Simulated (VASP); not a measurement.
# Al16HC in VASP: a series of runs, part 2 of 2

VASP 6.6.1. The steps go on from the part before.

## (3) Single point, PBE

The input, INCAR:

```
SYSTEM = Al16HC
PREC = Accurate
ENCUT = 520
EDIFF = 1E-7
ISMEAR = -1
SIGMA = 0.1
LREAL = Auto
LASPH = .True.
NELM = 100
ALGO = Normal
ISIF = 2
LWAVE = .False.
LCHARG = .True.
GGA = PE
LELF = .True.
LVHAR = .True.
NBANDS = 42
```

The input, KPOINTS:

```
regular mesh
0
Gamma
  2 2 1
  0 0 0
```

The input, POSCAR:

```
Al16HC
1.0
    5.7275650000      0.0000000000      0.0000000000
    0.0000000000      5.7275650000      0.0000000000
    0.0000000000      0.0000000000     20.0750000000
Al C H
16 1 1
Direct
    0.2500015277      0.2500015277      0.0498132005
    0.7500045831      0.2500015277      0.0498132005
    0.2500015277      0.7500045831      0.0498132005
    0.7500045831      0.7500045831      0.0498132005
   -0.0261716803     -0.0179832093      0.1443536737
    0.5131150847     -0.0145087834      0.1452652553
   -0.0261542209      0.5254239803      0.1411058531
    0.5133944355      0.5209194483      0.1421768369
    0.2413765710      0.2575614594      0.2238904110
    0.7589787283      0.2579281073      0.2398605230
    0.2364180939      0.7324927783      0.2391382316
    0.7225758241      0.7772936667      0.2483586550
    0.0476118560     -0.0873145918      0.3570610212
    0.4011128638      0.0973712215      0.3364881694
    0.0674108456      0.4220117973      0.3704358655
    0.5714121097      0.4683491152      0.3620423412
    0.6853174080      0.8513390944      0.3455193026
    1.3186231845      0.2267455716      0.4564383562
```

Potentials or basis: VASP PAW PBE potentials, release 64 (Al, C, H).

Launch:

```sh
cat potpaw_PBE.64/Al/POTCAR potpaw_PBE.64/C/POTCAR potpaw_PBE.64/H/POTCAR > POTCAR
mpirun -np 1 vasp_std > vasp.out
```

OUTCAR:

```text
SYSTEM = Al16HC
   PREC = Accurate
   ENCUT = 520
   EDIFF = 1E-7
   ISMEAR = -1
   LREAL = Auto
   LASPH = .True.
   NELM = 100
   ISIF = 2
   GGA = PE

 ion  position               nearest neighbor table
   1  0.250  0.250  0.050-   8 2.85   3 2.86   2 2.86   3 2.86   2 2.86   6 2.87   7 2.89   5 2.91

   2  0.750  0.250  0.050-   7 2.74   5 2.76   8 2.77   6 2.79   1 2.86   4 2.86   4 2.86   1 2.86

   3  0.250  0.750  0.050-   8 2.73   7 2.74   6 2.79   5 2.81   1 2.86   4 2.86   4 2.86   1 2.86
[... 4 lines left out ...]
                            11 2.82   1 2.91   6 3.09   7 3.11
   6  0.513  0.985  0.145-   5 2.64   8 2.66  12 2.67   4 2.71   9 2.71   3 2.79   2 2.79  10 2.83
                            11 2.86   1 2.87   8 3.07   5 3.09
   7  0.974  0.525  0.141-   4 2.58   5 2.62   8 2.64   9 2.73   2 2.74   3 2.74  11 2.75  10 2.79
                             1 2.89  12 2.96   8 3.09   5 3.11
   8  0.513  0.521  0.142-   7 2.64   4 2.65   6 2.66   9 2.72   3 2.73   2 2.77  11 2.79  10 2.84
                             1 2.85  12 2.85   6 3.07   7 3.09
   9  0.241  0.258  0.224-  14 2.61   6 2.71   5 2.72   8 2.72   7 2.73  11 2.74  10 2.78  10 2.98
                            11 3.02  15 3.25
  10  0.759  0.258  0.240-  12 2.77   5 2.77   9 2.78   7 2.79   6 2.83   8 2.84  16 2.94  14 2.97
                             9 2.98  12 2.99  15 3.30
  11  0.236  0.732  0.239-   9 2.74   7 2.75   8 2.79  13 2.80  12 2.80   5 2.82   6 2.86  12 2.96
                            14 3.01   9 3.02  15 3.32
  12  0.723  0.777  0.248-  17 2.01   6 2.67  10 2.77   5 2.79  11 2.80   8 2.85  11 2.96   7 2.96
                            13 2.97  10 2.99  16 3.01  14 3.14
  13  0.048  0.913  0.357-  17 2.12  14 2.32  11 2.80  15 2.83  15 2.93  12 2.97
  14  0.401  0.097  0.336-  17 2.16  13 2.32  16 2.39   9 2.61  15 2.75  10 2.97  11 3.01  12 3.14

  15  0.067  0.422  0.370-  14 2.75  13 2.83  16 2.86  16 2.90  13 2.93   9 3.25  10 3.30  11 3.32

  16  0.571  0.468  0.362-  17 2.31  14 2.39  15 2.86  15 2.90  10 2.94  12 3.01
  17  0.685  0.851  0.346-  12 2.01  13 2.12  14 2.16  16 2.31
  18  0.319  0.227  0.456-

  LATTYP: Found a simple tetragonal cell.
 ALAT       =     5.7275650000
 C/A-ratio  =     3.5049798649

  Lattice vectors:

 A1 = (   5.7275650000,   0.0000000000,   0.0000000000)
 A2 = (   0.0000000000,   5.7275650000,   0.0000000000)
 A3 = (   0.0000000000,   0.0000000000,  20.0750000000)

Analysis of symmetry for initial positions (statically):
=====================================================================
 Subroutine PRICEL returns:
 Original cell was already a primitive cell.

 Routine SETGRP: Setting up the symmetry group for a
 simple tetragonal supercell.

 Subroutine GETGRP returns: Found  1 space group operations
 (whereof  1 operations were pure point group operations)
 out of a pool of 16 trial point group operations.

The static configuration has the point symmetry C_1 .

Analysis of symmetry for dynamics (positions and initial velocities):
=====================================================================
 Subroutine PRICEL returns:
 Original cell was already a primitive cell.

 Routine SETGRP: Setting up the symmetry group for a
 simple tetragonal supercell.

 Subroutine GETGRP returns: Found  1 space group operations
 (whereof  1 operations were pure point group operations)
 out of a pool of 16 trial point group operations.

The dynamic configuration has the point symmetry C_1 .

[... 89 lines left out ...]
  0.000000  0.500000  0.000000      1.000000
  0.500000  0.500000  0.000000      1.000000
   k-points           NKPTS =      4   k-points in BZ     NKDIM =      4   number of bands    NBANDS=     42
   number of dos      NEDOS =    301   number of ions     NIONS =     18
   total plane-waves  NPLWV = 345600
   dimension x,y,z NGX =    48 NGY =   48 NGZ =  150
   dimension x,y,z NGXF=    96 NGYF=   96 NGZF=  300
   ions per type =              16   1   1
   NGX,Y,Z   is equivalent  to a cutoff of  13.93, 13.93, 12.42 a.u.
   NGXF,Y,Z  is equivalent  to a cutoff of  27.86, 27.86, 24.84 a.u.
 SYSTEM =  Al16HC
   PREC   = accura    normal or accurate (medium, high low for compatibility)
   ISTART =      0    job   : 0-new  1-cont  2-samecut
   ICHARG =      2    charge: 1-file 2-atom 10-const
   ISPIN  =      1    spin polarized calculation?
   LNONCOLLINEAR =      F non collinear calculations
   LSORBIT =      F    spin-orbit coupling
   LASPH  =      T    aspherical Exc in radial PAW
   ENCUT  =  520.0 eV  38.22 Ry    6.18 a.u.  10.65 10.65 37.33*2*pi/ulx,y,z
   NELM   =    100;   NELMIN=  2; NELMDL= -5     # of ELM steps
   EDIFF  = 0.1E-06   stopping-criterion for ELM
   LREAL  =      T    real-space projection
   EDIFFG = 0.1E-05   stopping-criterion for IOM
   NSW    =      0    number of steps for IOM
   IBRION =     -1    ionic relax: 0-MD 1-quasi-New 2-CG
   NFREE  =      0    steps in history (QN), initial steepest desc. (CG)
   ISIF   =      2    stress and relaxation
   ISYM   =      2    0-nonsym 1-usesym 2-fastsym
   POTIM  = 0.5000    time-step for ionic-motion
   TEBEG  =    0.0;   TEEND  =   0.0 temperature during run
   PSTRESS=    0.0 pullay stress
   NELECT =      53.0000    total number of electrons
   NUPDOWN=      -1.0000    fix difference up-down
   EMIN   =  10.00;   EMAX   =-10.00  energy-range for DOS
   EFERMI =   0.00;   METHOD = LEGACY
   ISMEAR =    -1;   SIGMA  =   0.10  broadening in eV -4-tet -1-fermi 0-gaus
   EFERMI_NEDOS =   21; number of points for ismear=-14 and -15
   IALGO  =     38    algorithm
   IMIX   =      4    mixing-type and parameters
     AMIX     =   0.40;   BMIX     =  1.00
     AMIX_MAG =   1.60;   BMIX_MAG =  1.00
  volume/ion in A,a.u.               =      36.59       246.90
  Fermi-wavevector in a.u.,A,eV,Ry     =   0.706808  1.335674  6.797169  0.499578
  Thomas-Fermi vector in A             =   1.792688
   LORBIT       =      0    0 simple, 1 ext, 2 COOP (PROOUT), +10 PAW based schemes
   GGA     = PE    functional components
   LHFCALC =     F    Hartree Fock is set to
   AEXX    =    0.0000 exact exchange contribution
   IVDW    =     0    specifies the selected vdW correction
   LEPSILON=     F    determine dielectric tensor
   LRPA    =     F    only Hartree local field effects (RPA)
 non-spin polarized calculation
  energy-cutoff  :      520.00
  volume of cell :      658.56
 maximum number of plane-waves:     17770
 NGX is ok and might be reduce to    48
   NGX = 21   NGY = 21   NGZ = 75

 number of electron      53.0000000 magnetization

 Free energy of the ion-electron system (eV)
  ---------------------------------------------------
  ext. energy  EPLUGINS =         0.00000000
  ---------------------------------------------------
  free energy    TOTEN  =       -63.37770014 eV

  energy without entropy =      -63.07867919  energy(sigma->0) =      -63.22818966

 E-fermi :   0.6429     XC(G=0):  -5.2544

 val. band max:        0.5988670572   @ k =   0.0000   0.0000   0.0000
 cond. band min:       0.6537696571   @ k =   0.0000   0.0000   0.0000
 fundamental gap:      0.0549025999
 Fermi energy:         0.6428815894

 k-point     1 :       0.0000    0.0000    0.0000
  band No.  band energies     occupation
      1     -10.5446      2.00000
      2      -9.7430      2.00000
      3      -7.6450      2.00000
      4      -6.5975      2.00000
      5      -5.7102      2.00000
      6      -5.6596      2.00000
[... 153 lines left out ...]
     37       2.7894      0.00000
     38       2.8816      0.00000
 [bands above 38 left out]

------------------------ aborting loop because EDIFF is reached ----------------------------------------

  FORCE on cell =-STRESS in cart. coord.  units (eV):
  Direction    XX          YY          ZZ          XY          YZ          ZX
  --------------------------------------------------------------------------------------
  -------------------------------------------------------------------------------------
  Total        1.7256137      3.3578080     -2.3126136      1.7398281      0.1431658      1.1699311
  in kB        4.1981558      8.1690364     -5.6262374      4.2327374      0.3483006      2.8462645
  external PRESSURE =       2.2469849 kB  Pullay stress =       0.0000000 kB

 VOLUME and BASIS-vectors are now :
 -----------------------------------------------------------------------------
  energy-cutoff  :      520.00
  volume of cell :      658.56
      direct lattice vectors                 reciprocal lattice vectors
     5.727565000  0.000000000  0.000000000     0.174594265  0.000000000  0.000000000
     0.000000000  5.727565000  0.000000000     0.000000000  0.174594265  0.000000000
     0.000000000  0.000000000 20.075000000     0.000000000  0.000000000  0.049813200

 POSITION                                       TOTAL-FORCE (eV/Angst)
 -----------------------------------------------------------------------------------
      1.43190      1.43190      1.00000         0.041781     -0.165280      0.371496
      4.29570      1.43190      1.00000        -0.162045     -0.169902     -0.185035
      1.43190      4.29570      1.00000         0.012352      0.229547     -0.191211
      4.29570      4.29570      1.00000        -0.173753      0.237876     -0.980217
      5.57766      5.62456      2.89790         0.811556      0.673861      0.310111
      2.93890      5.64447      2.91620        -0.815906      0.714232      0.090514
[... 10 lines left out ...]
      3.92520      4.87610      6.93630        -0.300642     -0.358695     -0.530951
      1.82493      1.29870      9.16300        -0.076299      0.294296     -1.121250
 -----------------------------------------------------------------------------------
    total drift:                                0.000363     -0.006530     -0.001777

  FREE ENERGIE OF THE ION-ELECTRON SYSTEM (eV)
  ---------------------------------------------------
  free  energy   TOTEN  =       -63.3777001383 eV

  energy  without entropy=      -63.0786791855  energy(sigma->0) =      -63.22818966
```

It took 27 min on 1 thread of AMD EPYC 7R13 (Zen 3), shared host; peak memory 0.65 GiB.

Results:

```
Free energy   : -63.3777 eV
Largest force : 3.589 eV/Å
```

Forces in eV/Å, atoms in the order of the input:
```
Al   0.042 -0.165  0.371
Al  -0.162 -0.170 -0.185
Al   0.012  0.230 -0.191
Al  -0.174  0.238 -0.980
Al   0.812  0.674  0.310
Al  -0.816  0.714  0.091
Al   0.641 -0.731  0.568
Al  -0.543 -0.684  0.533
Al  -0.116 -0.045 -0.375
Al  -0.250  0.310  0.169
Al  -0.114  0.393 -0.039
Al   0.149 -0.321  0.186
Al  -3.337 -1.277  0.339
Al   2.718 -1.723  0.485
Al   0.281 -0.275  0.216
Al   1.234  2.897  0.156
C   -0.301 -0.359 -0.531
H   -0.076  0.294 -1.121
```

Caveat: the k points lie up to 0.55 Å⁻¹ apart.
